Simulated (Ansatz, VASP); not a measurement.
**Si4Ru in VASP and in Ansatz**

```
Si Ru
1.0
     5.29397    0.00000    0.00000
     0.00000    5.29397    0.00000
     0.00000    0.00000    2.78755
Si Ru
4 1
Direct
  0.22600 0.77400 0.50000
  0.77400 0.77400 0.50000
  0.22600 0.22600 0.50000
  0.77400 0.22600 0.50000
  0.50000 0.50000 0.00000
```

Change from the starting cell: the structure that the rattled cell fell into.

Alike in both runs: task relaxation of cell and atoms; functional PBE; k mesh 4 × 4 × 6; occupations gaussian, width 0.1 eV; no spin polarisation.

|  | VASP | Ansatz |
| --- | --- | --- |
| version | VASP 6.6.1 | Ansatz 0.2.0 |
| potentials or method | VASP PAW PBE potentials, release 64 (Si, Ru_pv), cutoff 600 eV | scalar-relativistic, plane waves, PAW |
| valence electrons in the cell | 30 | 32 |

```csv
,VASP,Ansatz,Ansatz less VASP
"gap on the k mesh at the Fermi level, each at its own relaxed structure (eV)",none,none,-
relaxed volume (Å³/atom),15.62,15.62,0.000
relaxed cell length with the largest relative difference (Å),2.788,2.788,0.0000
```

A gap of «none» marks a metal or a gap that the smearing closes. VASP's potentials hold 30 valence electrons a cell and Ansatz's 32, so a difference there can come from the potentials and not from the codes.

The k mesh is coarse, so the values compare programs but aren't converged. Noted on VASP's run: the relaxation stopped at its first step, so nothing moved.
